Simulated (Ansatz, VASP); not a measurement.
## SnSe: VASP beside Ansatz

Contents of INCAR:

```
SYSTEM = SnSe
PREC = Accurate
ENCUT = 520
EDIFF = 1E-6
ISMEAR = 0
SIGMA = 0.01
LREAL = .FALSE.
LASPH = .TRUE.
NELM = 60
ALGO = Normal
ISIF = 2
LWAVE = .FALSE.
LCHARG = .FALSE.
GGA = PE
NBANDS = 28
```

Contents of KPOINTS:

```
Automatic mesh
0
G
  6 6 4
  0 0 0
```

Contents of POSCAR:

```
SnSe
1.0
    5.0747781426      0.0000000000      0.0000000000
   -2.5373890713      4.3948867901      0.0000000000
    0.0000000000      0.0000000000      6.1736757435
Sn Se
2 2
Direct
    0.3333333333      0.6666666667     -0.0391356268
    0.6666666667      0.3333333333      0.4608643732
    0.3333333333      0.6666666667      0.4141356268
    0.6666666667      0.3333333333      0.9141356268
```

Input for Ansatz:

```yaml
crystal:
  lattice:
    - [5.0747781426, 0.0, 0.0]
    - [-2.5373890713, 4.3948867901, 0.0]
    - [0.0, 0.0, 6.1736757435]
  atoms:
    - { symbol: Sn, position: [0.3333333333, 0.6666666667, -0.0391356268] }
    - { symbol: Sn, position: [0.6666666667, 0.3333333333, 0.4608643732] }
    - { symbol: Se, position: [0.3333333333, 0.6666666667, 0.4141356268] }
    - { symbol: Se, position: [0.6666666667, 0.3333333333, 0.9141356268] }
kpoints:
  mp_grid: { grid: [6, 6, 4] }
hamiltonian:
  xc: pbe
scf:
  occupations: { method: fixed }
output:
  optics:
    e_range: [0, 12]
    de: 0.05
    sigma: 0.1
    bands: { spectra_wanted_up_to: 12 }
    scissors: 0.366
```

Alike in both runs: task single point; functional PBE; k mesh 6 × 6 × 4; no spin polarisation.

|  | VASP | Ansatz |
| --- | --- | --- |
| version | VASP 6.6.1 | Ansatz 0.2.0 |
| potentials or method | VASP PAW PBE potentials, release 64 (Sn_d, Se) | plane waves, PAW |
| plane-wave cutoff (eV) | 520 | 420 |
| occupations | gaussian, width 0.01 eV | fixed |
| valence electrons in the cell | 40 | 60 |

```tsv
	VASP	Ansatz	Ansatz less VASP
gap on the k mesh at the Fermi level (eV)	0.88	0.88	-0.003
```

VASP's potentials hold 40 valence electrons a cell and Ansatz's 60, so a difference there can come from the potentials and not from the codes.
